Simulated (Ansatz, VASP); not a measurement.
**Ag in VASP and in Ansatz**

```
Ag
1.0
     2.93000    0.00000    0.00000
    -1.46500    2.53745    0.00000
     0.00000    0.00000    4.79000
Ag
2
Direct
  0.33333 0.66667 0.25000
  0.66667 0.33333 0.75000
```

Alike in both runs: task single point; functional LDA; k mesh 18 × 18 × 10; occupations gaussian, width 0.15 eV; no spin polarisation.

|  | VASP | Ansatz |
| --- | --- | --- |
| version | VASP 6.6.1 | Ansatz 0.2.0 |
| potentials or method | VASP PAW LDA potentials, release 64 (Ag), cutoff 500 eV | scalar-relativistic, plane waves, PAW |
| valence electrons in the cell | 22 | 38 |

VASP gave:

- gap on the k mesh at the Fermi level (eV): none
- pressure (GPa): -10.5
- traceless stress, the component that is largest in VASP (GPa): 0.12

Question: Which values does Ansatz return?

Answer: gap on the k mesh at the Fermi level (eV): none; pressure (GPa): -10.7; traceless stress, the component that is largest in VASP (GPa): 0.13.

LDA's correlation is that of Perdew and Zunger in VASP and of Perdew and Wang (1992) in Ansatz. A gap of «none» marks a metal or a gap that the smearing closes. VASP's potentials hold 22 valence electrons a cell and Ansatz's 38, so a difference there can come from the potentials and not from the codes.
